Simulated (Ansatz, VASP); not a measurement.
## P: VASP beside Ansatz

```
P
1.0
     1.68004   -5.72736    0.00000
     1.68004    5.72736    0.00000
     0.00000    0.00000    4.55777
P
4
Direct
  0.09407 0.90593 0.91372
  0.59407 0.40593 0.58628
  0.90593 0.09407 0.08628
  0.40593 0.59407 0.41372
```

Change from the starting cell: strain +0.015 along x and y, +0.000 along z, atoms carried along.

Alike in both runs: task single point; functional PBE; k mesh 10 × 10 × 8; occupations gaussian, width 0.03 eV; no spin polarisation.

|  | VASP | Ansatz |
| --- | --- | --- |
| version | VASP 6.6.1 | Ansatz 0.2.0 |
| potentials or method | VASP PAW PBE potentials, release 64 (P), cutoff 520 eV | scalar-relativistic, plane waves, PAW |
| valence electrons in the cell | 20 | 20 |

```csv
,VASP,Ansatz,Ansatz less VASP
gap on the k mesh at the Fermi level (eV),0.12,0.10,-0.017
least direct gap on the mesh (eV),0.12,0.10,-0.017
pressure (GPa),-2.2,-1.9,+0.28
"traceless stress, the component that is largest in VASP (GPa)",0.93,0.94,+0.010
rms of the force components (eV/Å),0.160,0.138,-0.0224
```

Atom by atom the forces differ by 0.028 eV/Å (rms over components).
